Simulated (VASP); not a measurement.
Set up this calculation in VASP 6.6.1, as the native input.

```
Task                   : relaxation of cell and atoms
Functional             : LDA
Potentials or basis    : VASP PAW LDA potentials, release 64 (Ga_d, N)
Cutoff                 : 600 eV
k mesh                 : 17 × 17 × 17
Occupations            : fermi-dirac, width 0.05 eV
Spin                   : collinear spin, ferrimagnetic start
Starting moments       : [2.0, -4.0] μB
Dipole correction      : no
Further INCAR settings : ALGO = Normal; EDIFF = 1e-06; IBRION = 2; EDIFFG = -0.005; NSW = 60; ISIF = 3
```

The structure of GaN (zincblende type) lies in POSCAR:

```
GaN
1.0
    0.0000000000      2.1670925389      2.1670925389
    2.1670925389      0.0000000000      2.1670925389
    2.1670925389      2.1670925389      0.0000000000
Ga N
1 1
Direct
    0.0000000000      0.0000000000      0.0000000000
    0.2500000000      0.2500000000      0.2500000000
```

The input as run:

INCAR

```
  ALGO = Normal
  EDIFF = 1E-6
  EDIFFG = -0.005
  ENCUT = 600
  GGA = CA
  IBRION = 2
  ISIF = 3
  ISMEAR = -1
  ISPIN = 2
  LASPH = True
  LCHARG = False
  LORBIT = 11
  LREAL = False
  LWAVE = False
  MAGMOM = 2 -4
  NELM = 150
  NSW = 60
  PREC = Accurate
  SIGMA = 0.05
```

KPOINTS

```
k-points
0
Gamma
  17 17 17
```

Potentials or basis: VASP PAW LDA potentials, release 64 (Ga_d, N).

Run with:

```bash
$ cat potpaw_LDA.64/Ga_d/POTCAR potpaw_LDA.64/N/POTCAR > POTCAR
$ mpirun -np 1 vasp_std > vasp.out
```

It gave:

```json
{"Relaxed volume": "11.11 Å³/atom", "Relaxed cell": "a = 3.156 Å, b = 3.156 Å, c = 3.156 Å, α = 60.00°, β = 60.00°, γ = 60.00°", "Space group after relaxing (to 0.05 Å)": "F-43m (No. 216)", "Energy gained by relaxing": "57.9 meV/atom", "Ionic steps": "5", "Pressure after relaxing": "0.1 GPa", "Band gap on the k mesh": "1.94 eV, direct", "Net moment": "0.00 μB per cell", "Valence electrons inside the program's atomic spheres": "Ga 11.94; N 3.71"}
```

Run time: 3 min on 1 thread of AMD EPYC 9R45 96-Core Processor (Zen 5), on a shared host, peak memory 0.19 GiB.
